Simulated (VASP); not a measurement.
Sn3Se, 4 atoms in the cell. It takes space group Fm-3m (No. 225, cubic). Conventional cell: a = 7.613 Å, b = 7.613 Å, c = 7.613 Å, α = 90.00°, β = 90.00°, γ = 90.00°. Sn (site symmetry m-3m) has 8 Sn at 3.30 Å and 6 Se at 3.81 Å within 4.3 Å. Within 4.3 Å of Sn (site symmetry -43m) lie 10 Sn at 3.30 to 3.81 Å and 4 Se at 3.30 Å. Se (site symmetry m-3m) has 14 Sn at 3.30 to 3.81 Å within 4.3 Å. 

- Program: VASP 6.6.1
- Task: single point
- Functional: r2SCAN
- Potentials or basis: VASP PAW PBE potentials, release 64 (Sn_d, Se)
- Cutoff: 520 eV
- k mesh: 6 × 6 × 6
- Occupations: fermi-dirac, width 0.05 eV
- Spin: no spin polarisation
- Dipole correction: no
- Further INCAR settings: ALGO = Normal; EDIFF = 1e-06; NBANDS = 32

Potentials or basis: VASP PAW PBE potentials, release 64 (Sn_d, Se).

Command:

```sh
$ cat potpaw_PBE.64/Sn_d/POTCAR potpaw_PBE.64/Se/POTCAR > POTCAR
$ cp INCAR.step1 INCAR
$ mpirun -np 1 vasp_std > vasp.out
$ cp INCAR.step2 INCAR
$ mpirun -np 1 vasp_std > vasp.out
```

Hardware: 1 thread of AMD EPYC 9R14 (Zen 4), on a shared host.

Q: How long does it take, and how much memory?

A: Wall time 2.4 min on 1 thread of AMD EPYC 9R14 (Zen 4) (shared host), peak memory 0.24 GiB. Counts: k points 16.
